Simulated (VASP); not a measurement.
# ZrS (I4/mmm) in VASP: further runs, part 2 of 2

VASP 6.6.1. The steps go on from the part before.

## Step 4: Single point, r2SCAN (strain +0.030 along x and y, -0.015 along z)

The input, POSCAR:

```
ZrS
1.0
    0.0000000000      2.6908384368      2.5732775342
    2.6908384368      0.0000000000      2.5732775342
    2.6908384368      2.6908384368      0.0000000000
Zr S
1 1
Direct
    0.0000000000      0.0000000000      0.0000000000
    0.5000000000      0.5000000000      0.5000000000
```

The input, INCAR.step1:

```
  PREC = Accurate
  ENCUT = 520
  ISMEAR = 0
  SIGMA = 0.15
  LREAL = False
  LASPH = True
  NELM = 100
  NBANDS = 16
  GGA = PE
  ALGO = Normal
  EDIFF = 1E-4
  LWAVE = True
  LCHARG = False
```

The input, INCAR.step2:

```
  PREC = Accurate
  ENCUT = 520
  EDIFF = 1E-6
  ISMEAR = 0
  SIGMA = 0.15
  LREAL = False
  LASPH = True
  NELM = 100
  ALGO = Normal
  ISIF = 2
  LWAVE = False
  LCHARG = False
  METAGGA = R2SCAN
  LMIXTAU = True
  NBANDS = 16
  ISTART = 1
```

The input, KPOINTS:

```
Automatic mesh
0
Gamma
  20 20 20
```

Potentials or basis: VASP PAW PBE potentials, release 64 (Zr_sv, S).

Launch:

```
cat potpaw_PBE.64/Zr_sv/POTCAR potpaw_PBE.64/S/POTCAR > POTCAR
cp INCAR.step1 INCAR
mpirun -np 1 vasp_std > vasp.out
cp INCAR.step2 INCAR
mpirun -np 1 vasp_std > vasp.out
```

OUTCAR:

```text
PREC = Accurate
   ENCUT = 520
   EDIFF = 1E-6
   ISMEAR = 0
   LREAL = False
   LASPH = True
   NELM = 100
   ISIF = 2
   METAGGA = R2SCAN
   ISTART = 1

 ion  position               nearest neighbor table
   1  0.000  0.000  0.000-   2 2.57   2 2.57   2 2.69   2 2.69   2 2.69   2 2.69
   2  0.500  0.500  0.500-   1 2.57   1 2.57   1 2.69   1 2.69   1 2.69   1 2.69

  LATTYP: Found a body centered tetragonal cell.
 ALAT       =     3.8054202115
 C/A-ratio  =     1.3524275329

  Lattice vectors:

 A1 = (   0.0000000000,  -2.6908384368,  -2.5732775342)
 A2 = (   0.0000000000,   2.6908384368,  -2.5732775342)
 A3 = (   2.6908384368,   0.0000000000,   2.5732775342)

Analysis of symmetry for initial positions (statically):
=====================================================================
 Subroutine PRICEL returns:
 Original cell was already a primitive cell.

 Routine SETGRP: Setting up the symmetry group for a
 body centered tetragonal supercell.

 Subroutine GETGRP returns: Found 16 space group operations
 (whereof 16 operations were pure point group operations)
 out of a pool of 16 trial point group operations.
[... 157 lines left out ...]
  ext. energy  EPLUGINS =         0.00000000
  ---------------------------------------------------
  free energy    TOTEN  =       -33.82475289 eV

  energy without entropy =      -33.80928055  energy(sigma->0) =      -33.81701672

 E-fermi :  10.5557     XC(G=0): -11.8008

 val. band max:       10.5549025584   @ k =   0.1000   0.0500   0.0000
 cond. band min:      10.5565944562   @ k =  -0.4000   0.0500   0.2500
 fundamental gap:      0.0016918978
 Fermi energy:        10.5556560207

 k-point     1 :       0.0000    0.0000    0.0000
  band No.  band energies     occupation
      1     -41.3667      2.00000
      2     -18.6589      2.00000
      3     -18.6425      2.00000
      4     -18.6425      2.00000
      5      -6.0908      2.00000
      6       6.5632      2.00000
[... 433 lines left out ...]
      3     -18.6752      2.00000
      4     -18.6721      2.00000
      5      -4.9253      2.00000
      6       2.8468      2.00000
[... 8 lines left out ...]
     15      17.9335      0.00000
     16      18.2803      0.00000

 [... further k-points ...]
[... 5 lines left out ...]
  --------------------------------------------------------------------------------------
  -------------------------------------------------------------------------------------
  Total       -2.0235474     -2.0235474      0.5925147      0.0000000      0.0000000     -0.0000000
  in kB      -87.0025709    -87.0025709     25.4752147      0.0000000      0.0000000     -0.0000000
  external PRESSURE =     -49.5099757 kB  Pullay stress =       0.0000000 kB

 VOLUME and BASIS-vectors are now :
 -----------------------------------------------------------------------------
  energy-cutoff  :      520.00
  volume of cell :       37.26
      direct lattice vectors                 reciprocal lattice vectors
     0.000000000  2.690838437  2.573277534    -0.185815690  0.185815690  0.194304731
     2.690838437  0.000000000  2.573277534     0.185815690 -0.185815690  0.194304731
     2.690838437  2.690838437  0.000000000     0.185815690  0.185815690 -0.194304731

 POSITION                                       TOTAL-FORCE (eV/Angst)
 -----------------------------------------------------------------------------------
      0.00000      0.00000      0.00000         0.000000     -0.000000      0.000000
      2.69084      2.69084      2.57328        -0.000000      0.000000      0.000000
 -----------------------------------------------------------------------------------
    total drift:                                0.000000      0.000000      0.000000

  FREE ENERGIE OF THE ION-ELECTRON SYSTEM (eV)
  ---------------------------------------------------
  free  energy   TOTEN  =       -33.8247528870 eV

  energy  without entropy=      -33.8092805506  energy(sigma->0) =      -33.81701672
```

OUTCAR.step1:

```text
PREC = Accurate
   ENCUT = 520
   ISMEAR = 0
   LREAL = False
   LASPH = True
[... 678 lines left out ...]
      0.00000      0.00000      0.00000         0.000000      0.000000     -0.000000
      2.69084      2.69084      2.57328         0.000000      0.000000      0.000000
 -----------------------------------------------------------------------------------
    total drift:                                0.000000      0.000000      0.000000

  FREE ENERGIE OF THE ION-ELECTRON SYSTEM (eV)
  ---------------------------------------------------
  free  energy   TOTEN  =       -15.3572428607 eV

  energy  without entropy=      -15.3409894913  energy(sigma->0) =      -15.34911618
```

It took 40 min on 1 thread of Oxide Virtual Turin-like, shared host; peak memory 0.44 GiB.

Results:

| Item | Value |
| --- | --- |
| Free energy | -33.8248 eV |
| Pressure | -5.0 GPa |
| Band gap on the k mesh | zero (bands 9 and 10 overlap by 2.84 eV) |

Levels at points of the mesh, in eV from the Fermi level:
| k point | band 5 | band 6 | band 7 | band 8 | band 9 | band 10 | band 11 | band 12 | band 13 | band 14 |
| --- | --- | --- | --- | --- | --- | --- | --- | --- | --- | --- |
| (0.00, 0.00, 0.00) | -16.65 | -3.99 | -3.99 | -3.89 | -1.49 | -1.49 | -1.03 | -0.71 | -0.64 | 2.20 |
| (0.50, 0.00, 0.00) | -15.16 | -8.34 | -6.34 | -6.29 | 1.34 | 1.54 | 1.78 | 2.07 | 5.17 | 5.69 |
| (0.50, 0.50, 0.00) | -15.78 | -6.50 | -5.05 | -5.05 | -3.35 | 0.69 | 2.24 | 2.24 | 2.94 | 3.37 |
| (0.50, 0.00, 0.50) | -15.83 | -6.77 | -4.85 | -4.83 | -3.38 | 0.44 | 2.14 | 2.41 | 2.92 | 3.40 |

Caveat: the cell differs from its parent crystal (strain +0.030 along x and y, -0.015 along z); the cell stands under tension; the PAW data sets were made with another functional, which shifts forces and pressure a little.

## Step 5: The runs side by side

| cell | gap on the mesh (eV) | pressure (GPa) |
| --- | --- | --- |
| a = 3.668, b = 3.668, c = 3.750 Å, angles 59.3, 59.3, 61.5°, 2 atoms | none | 0.8 |
| a = 3.696, b = 3.696, c = 3.805 Å, angles 59.0, 59.0, 62.0°, 2 atoms | none | -2.5 |
| a = 3.723, b = 3.723, c = 3.805 Å, angles 59.3, 59.3, 61.5°, 2 atoms | none | -5.0 |

Alike in all rows: task single point; level r2SCAN; potentials or basis VASP PAW PBE potentials, release 64 (Zr_sv, S); no spin polarisation; k mesh 20 × 20 × 20; cutoff (eV) 520; smearing gaussian 0.15 eV.

Caveats: the PAW data sets were made with another functional, which shifts forces and pressure a little; the cell stands under tension (at least some runs).

Total energies depend on the potentials used, so only differences within one code and one set of settings carry meaning.
